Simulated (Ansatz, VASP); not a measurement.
**One calculation of NaI, two programs**

INCAR

```
SYSTEM = NaI
PREC = Accurate ; ENCUT = 520
EDIFF = 1E-7 ; ISMEAR = 0
SIGMA = 0.02 ; LREAL = .FALSE.
LASPH = .TRUE. ; NELM = 100
ALGO = Normal ; ISIF = 2
LWAVE = .FALSE. ; LCHARG = .FALSE.
GGA = PS ; NBANDS = 14
```

The input KPOINTS:

```
regular mesh
0
G
  8 8 8
  0 0 0
```

POSCAR

```
NaI
1.0
    3.8191841678      0.0000000000      0.0000000000
    0.0000000000      3.8191841678      0.0000000000
    0.0000000000      0.0000000000      3.8191841678
Na I
1 1
Direct
    0.0000000000      0.0000000000      0.0000000000
    0.5000000000      0.5000000000      0.5000000000
```

Input for Ansatz:

```yaml
crystal:
  lattice:
    - [3.8191841678, 0.0, 0.0]
    - [0.0, 3.8191841678, 0.0]
    - [0.0, 0.0, 3.8191841678]
  atoms:
    - { symbol: Na, position: [0.0, 0.0, 0.0] }
    - { symbol: I, position: [0.5, 0.5, 0.5] }
basis:
  ecutwfc: 420
kpoints:
  mp_grid: { grid: [8, 8, 8] }
hamiltonian:
  xc: pbesol
scf:
  occupations: { method: gaussian, width: 0.02 }
output:
  forces: true
  stress: true
  eigenvalues: true
```

Alike in both runs: task single point; functional PBEsol; k mesh 8 × 8 × 8; occupations gaussian, width 0.02 eV; no spin polarisation.

|  | VASP | Ansatz |
| --- | --- | --- |
| version | VASP 6.6.1 | Ansatz 0.2.0 |
| potentials or method | VASP PAW PBE potentials, release 64 (Na_pv, I), cutoff 520 eV | scalar-relativistic, plane waves, PAW |
| valence electrons in the cell | 14 | 26 |

VASP gave:

| Quantity | Value |
| --- | --- |
| gap on the k mesh at the Fermi level (eV) | 2.31 |
| least direct gap on the mesh (eV) | 2.31 |
| pressure (GPa) | 3.4 |

What did Ansatz give for the same quantities?

gap on the k mesh at the Fermi level (eV): 2.32; least direct gap on the mesh (eV): 2.32; pressure (GPa): 3.3.

VASP's potentials were made for PBE, not for PBEsol. VASP's potentials hold 14 valence electrons a cell and Ansatz's 26, so a difference there can come from the potentials and not from the codes.

Neither program's run includes spin-orbit coupling.
